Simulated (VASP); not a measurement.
Crystal: TiSn5.

```xyz
6
Lattice="2.8049 1.6194 5.8329 -2.8049 1.6194 5.8329 0.0000 -3.2388 5.8329" Properties=species:S:1:pos:R:3 pbc="T T T"
Ti    0.0000    0.0000    0.0000
Sn    0.0000    0.0000   11.8024
Sn    0.0000    0.0000    5.6963
Sn    0.0000    0.0000   14.7102
Sn    0.0000    0.0000    2.7885
Sn    0.0000    0.0000    8.7494
```

The cell was built from a structure type or drawn by symmetry, and may not be a known phase.

```yaml
Program: VASP 6.6.1
Task: relaxation of cell and atoms
Functional: PBE
Potentials_or_basis: VASP PAW PBE potentials, release 64 (Ti_sv, Sn_d)
Cutoff: 600 eV
k_mesh: 6 × 6 × 6
Occupations: gaussian, width 0.1 eV
Spin: no spin polarisation
```

At the start: pressure -0.4 GPa; volume 26.49 Å³/atom.

Q: How do energy, volume and symmetry change on relaxing?

A: Over 6 steps the energy falls by 8.0 meV/atom and the volume is 26.15 Å³/atom (-1.3 %); space group R-3m (No. 166, to 0.1 Å) before and after.

The path:
| step | energy change (eV) | largest force (eV/Å) | pressure (GPa) | volume (Å³) |
| --- | --- | --- | --- | --- |
| 1 | 0.0000 | 0.1758 | -0.38 | 158.97 |
| 2 | -0.0457 | 0.0829 | -0.04 | 157.46 |
| 3 | -0.0461 | 0.0904 | -0.07 | 157.60 |
| 4 | -0.0461 | 0.0936 | -0.09 | 157.63 |
| 5 | -0.0472 | 0.0654 | 0.01 | 157.31 |
| 6 | -0.0477 | 0.0345 | 0.15 | 156.92 |

Final structure:
```cif
data_structure
_symmetry_space_group_name_H-M 'P 1'
_symmetry_Int_Tables_number 1
_cell_length_a 6.7286
_cell_length_b 6.7286
_cell_length_c 6.7286
_cell_angle_alpha 48.538
_cell_angle_beta 48.538
_cell_angle_gamma 48.538
_cell_volume 156.92
loop_
_atom_site_label
_atom_site_type_symbol
_atom_site_fract_x
_atom_site_fract_y
_atom_site_fract_z
_atom_site_occupancy
Ti1 Ti 0.00000 0.00000 0.00000 1
Sn1 Sn 0.67349 0.67349 0.67349 1
Sn2 Sn 0.32651 0.32651 0.32651 1
Sn3 Sn 0.84119 0.84119 0.84119 1
Sn4 Sn 0.15881 0.15881 0.15881 1
Sn5 Sn 0.50000 0.50000 0.50000 1
```
